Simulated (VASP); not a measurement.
A run of VASP 6.6.1 is set up as follows.

The input INCAR:

```
SYSTEM = Ru
PREC = Accurate
ENCUT = 520
EDIFF = 1E-7
ISMEAR = -1
SIGMA = 0.01
LREAL = .FALSE.
LASPH = .TRUE.
NELM = 150
ALGO = Normal
ISIF = 2
LWAVE = .FALSE.
LCHARG = .FALSE.
ISPIN = 2
MAGMOM = 4
LORBIT = 11
LMAXMIX = 4
GGA = PE
ISYM = 0
NBANDS = 17
```

Contents of KPOINTS:

```
Automatic mesh
0
G
  1 1 1
  0 0 0
```

File POSCAR:

```
Ru
1.0
   14.0000000000      0.0000000000      0.0000000000
    0.0000000000     14.4000000000      0.0000000000
    0.0000000000      0.0000000000     14.8000000000
Ru
1
Direct
    0.5000000000      0.5000000000      0.5000000000
```

Potentials or basis: VASP PAW PBE potentials, release 64 (Ru_pv).

The run is started by

```console
$ cat potpaw_PBE.64/Ru_pv/POTCAR > POTCAR
$ mpirun -np 1 vasp_gam > vasp.out
```

(1) Predict the band gap on the k mesh.

(2) Predict the site moments.

Results:

(1) 0.81 eV.

(2) Ru +2.89 μB.
